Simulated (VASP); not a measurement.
Crystal: RbNaPt6.

```
Rb Na Pt
1.0
     4.25378    0.00000    0.00000
     0.00000    4.25378    0.00000
     0.00000    0.00000    8.48167
Rb Na Pt
1 1 6
Direct
  0.00000 0.00000 0.00000
  0.00000 0.00000 0.50000
  0.50000 0.50000 0.00000
  0.50000 0.50000 0.50000
  0.50000 0.00000 0.24156
  0.50000 0.00000 0.75844
  0.00000 0.50000 0.24156
  0.00000 0.50000 0.75844
```

The cell was built from a structure type or drawn by symmetry, and may not be a known phase.

| Property | Result |
| --- | --- |
| Program | VASP 6.6.1 |
| Task | relaxation of cell and atoms |
| Functional | PBE |
| Potentials or basis | VASP PAW PBE potentials, release 64 (Rb_sv, Na_pv, Pt) |
| Cutoff | 600 eV |
| k mesh | 4 × 4 × 2 |
| Occupations | gaussian, width 0.1 eV |
| Spin | no spin polarisation |

At the start: pressure -8.0 GPa; volume 19.18 Å³/atom.

Problem. How do energy, volume and symmetry change on relaxing?

Solution. Over 10 steps the energy falls by 147.8 meV/atom and the volume is 17.55 Å³/atom (-8.5 %); space group P4/mmm (No. 123, to 0.1 Å) before and after.

The path:
```csv
step,energy change (eV),largest force (eV/Å),pressure (GPa),volume (Å³)
1,0.0000,1.1970,-8.00,153.47
2,-0.4892,1.4543,7.53,133.16
3,-0.5537,1.4245,2.62,137.76
4,-0.9216,0.8407,2.77,136.77
5,-1.1032,0.1335,4.54,135.52
6,-1.0717,0.1711,-5.07,146.87
7,-1.1737,0.1457,-0.28,140.48
8,-1.1737,0.1459,-0.20,140.38
9,-1.1789,0.0959,-0.09,140.38
10,-1.1827,0.0057,0.09,140.39
```

Final structure:
```
CELL_PARAMETERS angstrom
4.11427 0.00000 0.00000
0.00000 4.11427 0.00000
0.00000 0.00000 8.29373
ATOMIC_POSITIONS crystal
Rb 0.00000 0.00000 0.00000
Na 0.00000 0.00000 0.50000
Pt 0.50000 0.50000 0.00000
Pt 0.50000 0.50000 0.50000
Pt 0.50000 0.00000 0.27448
Pt 0.50000 0.00000 0.72552
Pt 0.00000 0.50000 0.27448
Pt 0.00000 0.50000 0.72552
```

Caveat: the k points lie up to 0.38 Å⁻¹ apart in the final cell, too coarse for converged energies and pressures of a metal.
